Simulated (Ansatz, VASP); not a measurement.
One calculation of Sc, two programs

```
Sc
1.0
     0.00000    3.17853    3.17853
     3.17853    0.00000    3.17853
     3.17853    3.17853    0.00000
Sc
2
Direct
  0.12500 0.12500 0.12500
  0.87500 0.87500 0.87500
```

Alike in both runs: functional r2SCAN; k mesh 9 × 9 × 9; occupations fermi-dirac, width 0.1 eV; no spin polarisation.

Ansatz relaxed the structure, and its values are those at the end. VASP's run is a single point on that final structure, the one shown.

```csv
,VASP,Ansatz
version,VASP 6.6.1,Ansatz 0.2.0
potentials or method,"VASP PAW PBE potentials, release 64 (Sc_sv), cutoff 520 eV","plane waves (500 eV) with PAW, scalar-relativistic"
valence electrons in the cell,22,22
```

VASP gave:

```
pressure (GPa) : 0.1
```

Problem. What did Ansatz give for the same quantities?

Solution. Pressure (GPa): 0.0.

VASP's potentials were made for PBE, not for r2SCAN.
